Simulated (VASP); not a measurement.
Runs of VASP 6.6.1 on N. Symmetry: P6_3/mmc, No. 194, hexagonal system. Conventional cell: a = 2.519 Å, b = 2.519 Å, c = 2.446 Å, α = 90.00°, β = 90.00°, γ = 120.00°. N (site symmetry -6m2) has 14 N at 1.90 to 2.52 Å within 2.6 Å. 

| level | potentials or basis | k mesh | cutoff (eV) | smearing | grid for exact exchange (PRECFOCK) | share of exact exchange | screening parameter | gap on the mesh (eV) | pressure (GPa) |
| --- | --- | --- | --- | --- | --- | --- | --- | --- | --- |
| PBEsol | VASP PAW PBE potentials, release 64 (N) | 11 × 11 × 10 | 520 | gaussian 0.1 eV | - | - | - | none | 0.4 |
| PBE-based screened hybrid with 25 % exact exchange | VASP PAW PBE potentials, release 64 (N) | 6 × 6 × 6 | 520 | fermi-dirac 0.05 eV | Normal | 0.25 | 0.2 1/Å | none | -0.8 |
| HSE06 | VASP PAW PBE potentials, release 64 (N) | 7 × 7 × 6 | 520 | fermi-dirac 0.05 eV | Normal | 0.25 | 0.2079 1/Å | none | -1.7 |
| PBE-based screened hybrid with 25 % exact exchange | VASP PAW PBE potentials, release 64 (N) | 6 × 6 × 6 | 520 | fermi-dirac 0.05 eV | Normal | 0.25 | 0.6 1/Å | none | (b) |
| PBEsol | VASP PAW PBE potentials, release 64 (N) | 12 × 12 × 11 | 600 | fermi-dirac 0.1 eV | - | - | - | none | -1.1 |
| LDA | VASP PAW LDA potentials, release 64 (N) | 12 × 12 × 11 | 520 | fermi-dirac 0.02 eV | - | - | - | none | (a) |
| PBE-based screened hybrid with 25 % exact exchange | VASP PAW PBE potentials, release 64 (N) | 6 × 6 × 6 | 520 | fermi-dirac 0.05 eV | Normal | 0.25 | 0.1 1/Å | none | -1.7 |

Alike in all rows: no spin polarisation; cell as given.

Estimate the missing entries.

(a) -7.0; (b) 3.8.

Caveats: some runs use coarse meshes; the PAW data sets were made with another functional, which shifts forces and pressure a little (at least some runs); the cell stands under tension (at least some runs).

A gap of «none» marks levels without a gap at the run's occupations.
